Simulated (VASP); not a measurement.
## Ti: single point with PBE

The system is Ti.

```
CELL_PARAMETERS angstrom
0.00000 2.16003 1.71334
2.16003 0.00000 1.71334
2.16003 2.16003 0.00000
ATOMIC_POSITIONS crystal
Ti 0.00000 0.00000 0.00000
```

This cell differs from its parent crystal: volume 15.988 Å^3 an atom, c/a of the conventional cell 0.7932.

```yaml
Program: VASP 6.6.1
Task: single point
Functional: PBE
Potentials_or_basis: VASP PAW PBE potentials, release 64 (Ti_sv)
Cutoff: 520 eV
k_mesh: 20 × 20 × 20
Occupations: gaussian, width 0.15 eV
Spin: no spin polarisation
Dipole_correction: no
Further_INCAR_settings: ALGO = Normal; EDIFF = 1e-06; NBANDS = 12
```

```json
{
  "Pressure": "9.3 GPa",
  "Band gap on the k mesh": "zero (band 6 reaches 10.08 eV, above the bottom of band 7 at 8.41 eV)"
}
```

Stress tensor (GPa, compression positive):
```
 8.70  0.00  0.00
 0.00  8.70  0.00
 0.00  0.00 10.55
```

Levels at points of the mesh, in eV from the Fermi level:
```csv
k point,band 4,band 5,band 6,band 7,band 8,band 9
"(0.00, 0.00, 0.00)",-32.18,-6.17,0.80,0.80,1.63,2.36
"(0.50, 0.00, 0.00)",-32.19,-2.69,-0.13,1.14,2.29,3.51
"(0.50, 0.50, 0.00)",-32.70,-2.61,-2.26,4.15,4.35,4.35
"(0.50, 0.00, 0.50)",-32.26,-2.74,-1.18,1.97,3.57,3.66
```

Wall time 44 s on 1 thread of Intel(R) Xeon(R) 6975P-C (Granite Rapids), with other jobs on the host, peak memory 0.23 GiB.
